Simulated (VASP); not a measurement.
ScAl4:

```
CELL_PARAMETERS angstrom
4.25915 0.00000 0.00000
0.00000 4.25915 0.00000
0.00000 0.00000 4.25915
ATOMIC_POSITIONS crystal
Sc 0.50000 0.50000 0.50000
Al 0.00000 0.00000 0.00000
Al 0.00000 0.50000 0.50000
Al 0.50000 0.00000 0.50000
Al 0.50000 0.50000 0.00000
```

```yaml
Program: VASP 6.6.1
Task: relaxation of cell and atoms
Functional: PBE
Potentials_or_basis: VASP PAW PBE potentials, release 64 (Sc_sv, Al)
Cutoff: 600 eV
k_mesh: 4 × 4 × 4
Occupations: gaussian, width 0.1 eV
Spin: no spin polarisation
```

At the start: pressure 41.6 GPa; volume 15.45 Å³/atom.

**Question.** How do energy, volume and symmetry change on relaxing?

**Answer.** Over 5 steps the energy falls by 1101.0 meV/atom and the volume is 29.39 Å³/atom (+90.2 %); space group Pm-3m (No. 221, to 0.05 Å).

Step by step:
```tsv
step	energy change (eV)	largest force (eV/Å)	pressure (GPa)	volume (Å³)
1	0.0000	0.0000	41.55	77.26
2	-5.3722	0.0000	2.85	131.30
3	-5.4793	0.0000	1.22	139.91
4	-5.4425	0.0000	-1.66	158.26
5	-5.5049	0.0000	-0.02	146.96
```

Final structure:
```yaml
crystal:
  lattice:
    - [5.27712, 0.00000, 0.00000]
    - [0.00000, 5.27712, 0.00000]
    - [0.00000, 0.00000, 5.27712]
  atoms:
    - { symbol: Sc, position: [0.50000, 0.50000, 0.50000] }
    - { symbol: Al, position: [0.00000, 0.00000, 0.00000] }
    - { symbol: Al, position: [0.00000, 0.50000, 0.50000] }
    - { symbol: Al, position: [0.50000, 0.00000, 0.50000] }
    - { symbol: Al, position: [0.50000, 0.50000, 0.00000] }
```

Caveat: the k points lie up to 0.30 Å⁻¹ apart in the final cell; the volume moved by over 15 % at a fixed basis, so the end points are rough.
